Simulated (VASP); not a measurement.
**BeCd2: single point with PBE**

BeCd2:

```xyz
3
Lattice="0.0000 3.1593 3.1593 3.1593 0.0000 3.1593 3.1593 3.1593 0.0000" Properties=species:S:1:pos:R:3 pbc="T T T"
Be    4.7390    4.7390    4.7390
Cd    3.1593    3.1593    3.1593
Cd    1.5797    1.5797    1.5797
```

The cell was built from a structure type or drawn by symmetry, and may not be a known phase.

```
Program                : VASP 6.6.1
Task                   : single point
Functional             : PBE
Potentials or basis    : VASP PAW PBE potentials, release 64 (Be, Cd)
Cutoff                 : 520 eV
k mesh                 : 12 × 12 × 12
Occupations            : gaussian, width 0.1 eV
Spin                   : no spin polarisation
Dipole correction      : no
Further INCAR settings : ALGO = Normal; EDIFF = 1e-06; NBANDS = 20
```

* Pressure: 0.3 GPa
* Band gap on the k mesh: zero (bands 13 and 14 overlap by 4.29 eV)

Levels at points of the mesh, in eV from the Fermi level:
| k point | band 10 | band 11 | band 12 | band 13 | band 14 | band 15 | band 16 | band 17 |
| --- | --- | --- | --- | --- | --- | --- | --- | --- |
| (0.00, 0.00, 0.00) | -8.12 | -8.06 | 2.58 | 2.58 | 2.58 | 3.56 | 4.62 | 4.62 |
| (0.50, 0.00, 0.00) | -8.13 | -5.21 | -4.50 | 1.63 | 1.63 | 3.37 | 3.77 | 3.77 |
| (0.50, 0.50, 0.00) | -8.06 | -4.01 | -4.01 | -0.89 | -0.89 | 0.75 | 3.24 | 8.50 |

Wall time 28 s on 1 thread of Intel(R) Xeon(R) 6975P-C (Granite Rapids), on a shared host, peak memory 0.25 GiB.
